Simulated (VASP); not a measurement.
# W9C7 (a cell with a defect) in VASP: further runs

Runs on W9C7 (a cell with a defect). Level: PBE. Tasks: single point, relaxation of the atoms.

Everything below comes from runs of VASP 6.6.1. Logs are shortened: lines on timing, memory, paths and dates and some standing lists are left out, and cuts for length are marked.

**1. The cell of the first run**

The cell holds a defect, 16 atoms: a = 5.813 Å, b = 5.813 Å, c = 5.673 Å, α = 90.00°, β = 90.00°, γ = 120.00°.

**2. Single point, PBE**

Contents of INCAR:

```
SYSTEM = W9C7
PREC = Accurate
ENCUT = 520
EDIFF = 1E-6
ISMEAR = -1
SIGMA = 0.1
LREAL = .FALSE.
LASPH = .TRUE.
NELM = 120
ALGO = Normal
ISIF = 2
LWAVE = .FALSE.
LCHARG = .TRUE.
GGA = PE
LELF = .TRUE.
LVHAR = .TRUE.
NBANDS = 91
GGA_COMPAT = .FALSE.
```

Contents of KPOINTS:

```
Automatic mesh
0
G
  3 3 3
  0 0 0
```

Contents of POSCAR:

```
W9C7
1.0
    5.8130000045      0.0000000000      0.0000000000
   -2.9065000023      5.0342056761      0.0000000000
    0.0000000000      0.0000000000      5.6732000000
W C
9 7
Direct
   -0.0263488725     -0.0131744362     -0.0154339308
    0.3333333333      0.1666666667      0.2500000000
   -0.0263488725     -0.0131744362      0.5154339308
    0.0000000000      0.5000000000      0.0027243617
    0.0000000000      0.5000000000      0.4972756383
    0.5131744362     -0.0131744362     -0.0154339308
    0.5131744362     -0.0131744362      0.5154339308
    0.5131744362      0.5263488725     -0.0154339308
    0.5131744362      0.5263488725      0.5154339308
    0.3333333333      0.1666666667      0.7500000000
    0.3362660453      0.6681330227      0.2500000000
    0.3174478231      0.6587239115      0.7500000000
    0.8318669773      0.1637339547      0.2500000000
    0.8412760885      0.1825521769      0.7500000000
    0.8318669773      0.6681330227      0.2500000000
    0.8412760885      0.6587239115      0.7500000000
```

Potentials or basis: VASP PAW PBE potentials, release 64 (W_sv, C).

Command:

```
> cat potpaw_PBE.64/W_sv/POTCAR potpaw_PBE.64/C/POTCAR > POTCAR
> mpirun -np 1 vasp_std > vasp.out
```

OUTCAR:

```text
SYSTEM = W9C7
   PREC = Accurate
   ENCUT = 520
   EDIFF = 1E-6
   ISMEAR = -1
   LREAL = .FALSE.
   LASPH = .TRUE.
   NELM = 120
   ISIF = 2
   GGA = PE

 ion  position               nearest neighbor table
   1  0.974  0.987  0.985-  14 2.13  16 2.13  15 2.20  13 2.20  10 2.25   2 2.36   3 2.66   8 2.68
                             6 2.68   4 2.91   4 2.91   3 3.01   8 3.14   6 3.14
   2  0.333  0.167  0.250-   1 2.36   3 2.36   8 2.36   9 2.36   6 2.36   7 2.36
   3  0.974  0.987  0.515-  14 2.13  16 2.13  15 2.20  13 2.20  10 2.25   2 2.36   1 2.66   9 2.68
                             7 2.68   5 2.91   5 2.91   1 3.01   9 3.14   7 3.14
   4  0.000  0.500  0.003-  16 2.15  12 2.15  14 2.15  11 2.20  13 2.20  15 2.20   5 2.81   5 2.87
                             8 2.91   1 2.91   6 2.91   6 2.91   8 2.91   1 2.91
   5  0.000  0.500  0.497-  16 2.15  12 2.15  14 2.15  11 2.20  13 2.20  15 2.20   4 2.81   4 2.87
                             9 2.91   3 2.91   7 2.91   7 2.91   9 2.91   3 2.91
   6  0.513  0.987  0.985-  14 2.13  12 2.13  13 2.20  11 2.20  10 2.25   2 2.36   7 2.66   1 2.68
                             8 2.68   4 2.91   4 2.91   7 3.01   1 3.14   8 3.14
   7  0.513  0.987  0.515-  14 2.13  12 2.13  13 2.20  11 2.20  10 2.25   2 2.36   6 2.66   3 2.68
                             9 2.68   5 2.91   5 2.91   6 3.01   3 3.14   9 3.14
   8  0.513  0.526  0.985-  12 2.13  16 2.13  15 2.20  11 2.20  10 2.25   2 2.36   9 2.66   1 2.68
                             6 2.68   4 2.91   4 2.91   9 3.01   1 3.14   6 3.14
   9  0.513  0.526  0.515-  12 2.13  16 2.13  15 2.20  11 2.20  10 2.25   2 2.36   8 2.66   3 2.68
                             7 2.68   5 2.91   5 2.91   8 3.01   3 3.14   7 3.14
  10  0.333  0.167  0.750-   1 2.25   3 2.25   8 2.25   9 2.25   6 2.25   7 2.25
  11  0.336  0.668  0.250-   4 2.20   5 2.20   6 2.20   7 2.20   8 2.20   9 2.20
  12  0.317  0.659  0.750-   8 2.13   9 2.13   6 2.13   7 2.13   4 2.15   5 2.15
  13  0.832  0.164  0.250-   4 2.20   5 2.20   6 2.20   7 2.20   1 2.20   3 2.20
  14  0.841  0.183  0.750-   1 2.13   3 2.13   6 2.13   7 2.13   4 2.15   5 2.15
  15  0.832  0.668  0.250-   4 2.20   5 2.20   8 2.20   9 2.20   1 2.20   3 2.20
  16  0.841  0.659  0.750-   8 2.13   9 2.13   1 2.13   3 2.13   4 2.15   5 2.15

  LATTYP: Found a hexagonal cell.
 ALAT       =     5.8130000045
 C/A-ratio  =     0.9759504551

  Lattice vectors:

 A1 = (   5.8130000045,   0.0000000000,   0.0000000000)
 A2 = (  -2.9065000023,   5.0342056761,   0.0000000000)
 A3 = (   0.0000000000,   0.0000000000,   5.6732000000)

Analysis of symmetry for initial positions (statically):
=====================================================================
 Subroutine PRICEL returns:
 Original cell was already a primitive cell.

 Routine SETGRP: Setting up the symmetry group for a
 hexagonal supercell.

 Subroutine GETGRP returns: Found 12 space group operations
 (whereof  2 operations were pure point group operations)
 out of a pool of 24 trial point group operations.

The static configuration has the point symmetry C_1h.
 The point group associated with its full space group is D_3h.

Analysis of symmetry for dynamics (positions and initial velocities):
=====================================================================
 Subroutine PRICEL returns:
 Original cell was already a primitive cell.

 Routine SETGRP: Setting up the symmetry group for a
 hexagonal supercell.

 Subroutine GETGRP returns: Found 12 space group operations
 (whereof  2 operations were pure point group operations)
 out of a pool of 24 trial point group operations.

The dynamic configuration has the point symmetry C_1h.
 The point group associated with its full space group is D_3h.

 Subroutine INISYM returns: Found 12 space group operations
 (whereof  2 operations are pure point group operations),
 and found     1 'primitive' translations

----------------------------------------------------------------------------------------

                                     Primitive cell

  volume of cell :     166.0196

  direct lattice vectors                    reciprocal lattice vectors
     5.813000005  0.000000000  0.000000000     0.172028212  0.099320535  0.000000000
    -2.906500002  5.034205676  0.000000000     0.000000000  0.198641070  0.000000000
     0.000000000  0.000000000  5.673200000     0.000000000  0.000000000  0.176267362

  length of vectors
     5.813000005  5.813000005  5.673200000     0.198641070  0.198641070  0.176267362

  position of ions in fractional coordinates (direct lattice)
     0.973651127  0.986825564  0.984566069
     0.333333333  0.166666667  0.250000000
     0.973651127  0.986825564  0.515433931
     0.000000000  0.500000000  0.002724362
     0.000000000  0.500000000  0.497275638
     0.513174436  0.986825564  0.984566069
[... 8 lines left out ...]
     0.831866977  0.668133023  0.250000000
     0.841276089  0.658723911  0.750000000

  ion indices of the primitive-cell ions
   primitive index   ion index
                 1           1
                 2           2
                 3           3
                 4           4
                 5           5
                 6           6
[... 8 lines left out ...]
                15          15
                16          16

----------------------------------------------------------------------------------------

 KPOINTS: Automatic mesh

Automatic generation of k-mesh.
 Grid dimensions read from file:
 generate k-points for:    3    3    3

 Generating k-lattice:

  Cartesian coordinates                     Fractional coordinates (reciprocal lattice)
     0.057342737  0.033106845  0.000000000     0.333333333  0.000000000  0.000000000
     0.000000000  0.066213690  0.000000000     0.000000000  0.333333333  0.000000000
     0.000000000  0.000000000  0.058755787     0.000000000  0.000000000  0.333333333

  Length of vectors
     0.066213690  0.066213690  0.058755787

  Shift w.r.t. Gamma in fractional coordinates (k-lattice)
     0.000000000  0.000000000  0.000000000

 Subroutine IBZKPT returns following result:
 ===========================================

 Found      6 irreducible k-points:

 Following reciprocal coordinates:
            Coordinates               Weight
  0.000000  0.000000  0.000000      1.000000
  0.333333 -0.000000  0.000000      6.000000
  0.333333  0.333333  0.000000      2.000000
  0.000000  0.000000  0.333333      2.000000
  0.333333 -0.000000  0.333333     12.000000
  0.333333  0.333333  0.333333      4.000000
   k-points           NKPTS =      6   k-points in BZ     NKDIM =      6   number of bands    NBANDS=     91
   number of dos      NEDOS =    301   number of ions     NIONS =     16
   total plane-waves  NPLWV =  96768
   dimension x,y,z NGX =    48 NGY =   48 NGZ =   42
   dimension x,y,z NGXF=    96 NGYF=   96 NGZF=   84
   ions per type =               9   7
   NGX,Y,Z   is equivalent  to a cutoff of  13.73, 13.73, 12.31 a.u.
   NGXF,Y,Z  is equivalent  to a cutoff of  27.46, 27.46, 24.62 a.u.
 SYSTEM =  W9C7
   PREC   = accura    normal or accurate (medium, high low for compatibility)
   ISTART =      0    job   : 0-new  1-cont  2-samecut
   ICHARG =      2    charge: 1-file 2-atom 10-const
   ISPIN  =      1    spin polarized calculation?
   LNONCOLLINEAR =      F non collinear calculations
   LSORBIT =      F    spin-orbit coupling
   LASPH  =      T    aspherical Exc in radial PAW
   ENCUT  =  520.0 eV  38.22 Ry    6.18 a.u.  10.81 10.81 10.55*2*pi/ulx,y,z
   NELM   =    120;   NELMIN=  2; NELMDL= -5     # of ELM steps
   EDIFF  = 0.1E-05   stopping-criterion for ELM
   LREAL  =      F    real-space projection
   EDIFFG = 0.1E-04   stopping-criterion for IOM
   NSW    =      0    number of steps for IOM
   IBRION =     -1    ionic relax: 0-MD 1-quasi-New 2-CG
   NFREE  =      0    steps in history (QN), initial steepest desc. (CG)
   ISIF   =      2    stress and relaxation
   ISYM   =      2    0-nonsym 1-usesym 2-fastsym
   POTIM  = 0.5000    time-step for ionic-motion
   TEBEG  =    0.0;   TEEND  =   0.0 temperature during run
   PSTRESS=    0.0 pullay stress
   NELECT =     154.0000    total number of electrons
   NUPDOWN=      -1.0000    fix difference up-down
   EMIN   =  10.00;   EMAX   =-10.00  energy-range for DOS
   EFERMI =   0.00;   METHOD = LEGACY
   ISMEAR =    -1;   SIGMA  =   0.10  broadening in eV -4-tet -1-fermi 0-gaus
   EFERMI_NEDOS =   21; number of points for ismear=-14 and -15
   IALGO  =     38    algorithm
   IMIX   =      4    mixing-type and parameters
     AMIX     =   0.40;   BMIX     =  1.00
     AMIX_MAG =   1.60;   BMIX_MAG =  1.00
  volume/ion in A,a.u.               =      10.38        70.02
  Fermi-wavevector in a.u.,A,eV,Ry     =   1.596597  3.017131 34.682906  2.549122
  Thomas-Fermi vector in A             =   2.694335
   LORBIT       =      0    0 simple, 1 ext, 2 COOP (PROOUT), +10 PAW based schemes
   GGA     = PE    functional components
   LHFCALC =     F    Hartree Fock is set to
   AEXX    =    0.0000 exact exchange contribution
   IVDW    =     0    specifies the selected vdW correction
   LEPSILON=     F    determine dielectric tensor
   LRPA    =     F    only Hartree local field effects (RPA)
 non-spin polarized calculation
  energy-cutoff  :      520.00
  volume of cell :      166.02
 maximum number of plane-waves:      4509
 NGX is ok and might be reduce to    48
   NGX = 21   NGY = 21   NGZ = 21

 number of electron     154.0000005 magnetization

 Free energy of the ion-electron system (eV)
  ---------------------------------------------------
  ext. energy  EPLUGINS =         0.00000000
  ---------------------------------------------------
  free energy    TOTEN  =      -169.79573336 eV

  energy without entropy =     -169.58675950  energy(sigma->0) =     -169.69124643

 E-fermi :  12.5321     XC(G=0): -14.0895

 val. band max:       12.3126027076   @ k =   0.0000   0.0000   0.0000
 cond. band min:      12.5583983393   @ k =   0.3333  -0.0000   0.0000
 fundamental gap:      0.2457956316
 Fermi energy:        12.5321069794

 k-point     1 :       0.0000    0.0000    0.0000
  band No.  band energies     occupation
      1     -61.8425      2.00000
      2     -61.8005      2.00000
      3     -61.6512      2.00000
      4     -61.5260      2.00000
      5     -61.5126      2.00000
      6     -61.5126      2.00000
[... 81 lines left out ...]
     88      16.1760      0.00000
     89      16.2447      0.00000

 k-point     2 :       0.3333   -0.0000    0.0000
  band No.  band energies     occupation
      1     -61.8407      2.00000
      2     -61.7992      2.00000
      3     -61.6269      2.00000
      4     -61.5439      2.00000
      5     -61.5219      2.00000
      6     -61.5126      2.00000
[... 81 lines left out ...]
     88      15.6853      0.00000
     89      16.4558      0.00000

 k-point     3 :       0.3333    0.3333    0.0000
  band No.  band energies     occupation
      1     -61.8399      2.00000
      2     -61.7986      2.00000
      3     -61.5997      2.00000
      4     -61.5750      2.00000
      5     -61.5195      2.00000
      6     -61.5121      2.00000
[... 81 lines left out ...]
     88      14.5732      0.00000
     89      15.6599      0.00000

 k-point     4 :       0.0000    0.0000    0.3333
  band No.  band energies     occupation
      1     -61.8322      2.00000
      2     -61.8107      2.00000
      3     -61.6266      2.00000
      4     -61.5548      2.00000
      5     -61.5054      2.00000
      6     -61.5054      2.00000
[... 81 lines left out ...]
     88      15.9965      0.00000
     89      16.1044      0.00000

 k-point     5 :       0.3333   -0.0000    0.3333
  band No.  band energies     occupation
      1     -61.8306      2.00000
      2     -61.8094      2.00000
      3     -61.6033      2.00000
      4     -61.5537      2.00000
      5     -61.5183      2.00000
      6     -61.5054      2.00000
[... 81 lines left out ...]
     88      15.8561      0.00000
     89      16.2471      0.00000

 k-point     6 :       0.3333    0.3333    0.3333
  band No.  band energies     occupation
      1     -61.8298      2.00000
      2     -61.8087      2.00000
      3     -61.5754      2.00000
      4     -61.5676      2.00000
      5     -61.5269      2.00000
      6     -61.5049      2.00000
[... 81 lines left out ...]
     88      15.7486      0.00000
     89      16.0777      0.00000
 [bands above 89 left out]

------------------------ aborting loop because EDIFF is reached ----------------------------------------

  FORCE on cell =-STRESS in cart. coord.  units (eV):
  Direction    XX          YY          ZZ          XY          YZ          ZX
  --------------------------------------------------------------------------------------
  -------------------------------------------------------------------------------------
  Total       52.0240990     52.0240990     56.5340007     -0.0000000      0.0000000     -0.0000000
  in kB      502.0601802    502.0601802    545.5831261     -0.0000000      0.0000000     -0.0000000
  external PRESSURE =     516.5678289 kB  Pullay stress =       0.0000000 kB

 VOLUME and BASIS-vectors are now :
 -----------------------------------------------------------------------------
  energy-cutoff  :      520.00
  volume of cell :      166.02
      direct lattice vectors                 reciprocal lattice vectors
     5.813000005  0.000000000  0.000000000     0.172028212  0.099320535  0.000000000
    -2.906500002  5.034205676  0.000000000     0.000000000  0.198641070  0.000000000
     0.000000000  0.000000000  5.673200000     0.000000000  0.000000000  0.176267362

 POSITION                                       TOTAL-FORCE (eV/Angst)
 -----------------------------------------------------------------------------------
      2.79163      4.96788      5.58564        -0.068644     -0.039631     -0.072631
      1.45325      0.83903      1.41830         0.000000      0.000000      0.000000
      2.79163      4.96788      2.92416        -0.068644     -0.039631      0.072631
     -1.45325      2.51710      0.01546         0.000000      0.000000     -0.008170
     -1.45325      2.51710      2.82114         0.000000      0.000000      0.008170
      0.11487      4.96788      5.58564         0.068644     -0.039631     -0.072631
[... 8 lines left out ...]
      2.89371      3.36352      1.41830        -0.017436      0.010067      0.000000
      2.97576      3.31615      4.25490         0.033472     -0.019325      0.000000
 -----------------------------------------------------------------------------------
    total drift:                               -0.000001      0.000001      0.000000

  FREE ENERGIE OF THE ION-ELECTRON SYSTEM (eV)
  ---------------------------------------------------
  free  energy   TOTEN  =      -169.7957333615 eV

  energy  without entropy=     -169.5867595042  energy(sigma->0) =     -169.69124643
```

Run time: 2.1 min. Hardware: 1 thread of Intel Xeon Platinum 8375C at 2.90GHz (Ice Lake), shared host; peak memory 0.32 GiB.

Results:

- Free energy: -169.7957 eV
- Pressure: 51.7 GPa
- Largest force: 0.108 eV/Å
- Band gap on the k mesh: zero (bands 77 and 78 overlap by 0.45 eV)

Forces on the atoms (eV/Å):
```
W   -0.069 -0.040 -0.073
W    0.000  0.000  0.000
W   -0.069 -0.040  0.073
W    0.000  0.000 -0.008
W    0.000  0.000  0.008
W    0.069 -0.040 -0.073
W    0.069 -0.040  0.073
W    0.000  0.079 -0.073
W    0.000  0.079  0.073
C    0.000  0.000  0.000
C    0.017  0.010  0.000
C   -0.033 -0.019  0.000
C    0.000 -0.020  0.000
C    0.000  0.039  0.000
C   -0.017  0.010  0.000
C    0.033 -0.019  0.000
```

Caveat: the k points lie up to 0.42 Å⁻¹ apart; spin-orbit coupling is left out, which moves the levels of the heavy elements.

(Part 1 of 2 ends here.)
